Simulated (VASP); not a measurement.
**Te: single point with RPBE**

Crystal: Te.

```
Te
1.0
     8.90800    0.00000    0.00000
    -2.22700    3.85728    0.00000
     0.00000    0.00000    5.92400
Te
6
Direct
  0.13576 0.00660 0.34633
  0.50299 0.26394 0.66021
  0.36208 0.72350 0.00045
  0.63645 0.01607 0.33240
  0.99239 0.24901 0.65803
  0.87033 0.74088 0.00258
```

```yaml
Program: VASP 6.6.1
Task: single point
Functional: RPBE
Potentials_or_basis: VASP PAW PBE potentials, release 64 (Te)
Cutoff: 400 eV
k_mesh: 1 × 1 × 1
Occupations: methfessel-paxton, width 0.01 eV
Spin: no spin polarisation
Dipole_correction: no
Further_INCAR_settings: ALGO = Normal; EDIFF = 1e-06; NBANDS = 27
```

| Item | Value |
| --- | --- |
| Pressure | 9.7 GPa |
| Largest force | 1.511 eV/Å |

Forces on the atoms (eV/Å):
```
Te   0.014  0.681  0.693
Te   0.769 -1.288  0.180
Te  -0.707  0.580 -1.012
Te  -0.139  0.594  0.893
Te   0.746 -0.916  0.209
Te  -0.684  0.350 -0.964
```

Stress tensor (GPa, compression positive):
```
 12.27 -10.02  -0.35
-10.02  23.08   1.50
 -0.35   1.50  -6.26
```

Levels at points of the mesh, in eV from the Fermi level:
```csv
k point,band 14,band 15,band 16,band 17,band 18,band 19,band 20,band 21,band 22,band 23
"(0.00, 0.00, 0.00)",-0.98,-0.83,-0.44,-0.11,-0.01,1.66,1.68,1.89,2.02,2.46
```

It took 8.3 s on 1 thread of Intel(R) Xeon(R) Platinum 8481C CPU @ 2.70GHz (Sapphire Rapids), on a shared host, peak memory 0.22 GiB.

Caveat: the k points lie up to 1.41 Å⁻¹ apart; the PAW data sets were made with another functional, which shifts forces and pressure a little; spin-orbit coupling is left out, which moves the levels of the heavy elements.
